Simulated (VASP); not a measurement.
Here is a VASP 6.6.1 calculation.

Contents of INCAR:

```
SYSTEM = Ta
ALGO = Normal
EDIFF = 1E-6
ENCUT = 520
GGA = PE
ISIF = 2
ISMEAR = -1
LASPH = .True.
LCHARG = .True.
LELF = .True.
LREAL = .False.
LVHAR = .True.
LWAVE = .False.
NBANDS = 54
NELM = 100
PREC = Accurate
SIGMA = 0.1
```

The input KPOINTS:

```
k-points
0
Gamma
  7 7 7
  0 0 0
```

File POSCAR:

```
Ta
1.0
    5.3092750004      0.0000000000      0.0000000000
    0.0000000000      5.3092750004      0.0000000000
    0.0000000000      0.0000000000      5.3092750004
Ta
8
Direct
    0.0000000000      0.0000000000      1.0000000000
    0.5000000000      0.5000000000      0.5000000000
    0.2500000000      0.0000000000      0.5000000000
    0.7500000000      1.0000000000      0.5000000000
    0.5000000000      0.2500000000      1.0000000000
    0.5000000000      0.7500000000      1.0000000000
    1.0000000000      0.5000000000      0.2500000000
    1.0000000000      0.5000000000      0.7500000000
```

Potentials or basis: VASP PAW PBE potentials, release 64 (Ta_pv).

The run is started by

```sh
$ cat potpaw_PBE.64/Ta_pv/POTCAR > POTCAR
$ mpirun -np 1 vasp_std > vasp.out
```

Q: Estimate the pressure.

A: 0.2 GPa.

Q: Predict the band gap on the k mesh.

A: Zero (bands 44 and 45 overlap by 0.40 eV).

Caveat: spin-orbit coupling is left out, which moves the levels of the heavy elements.
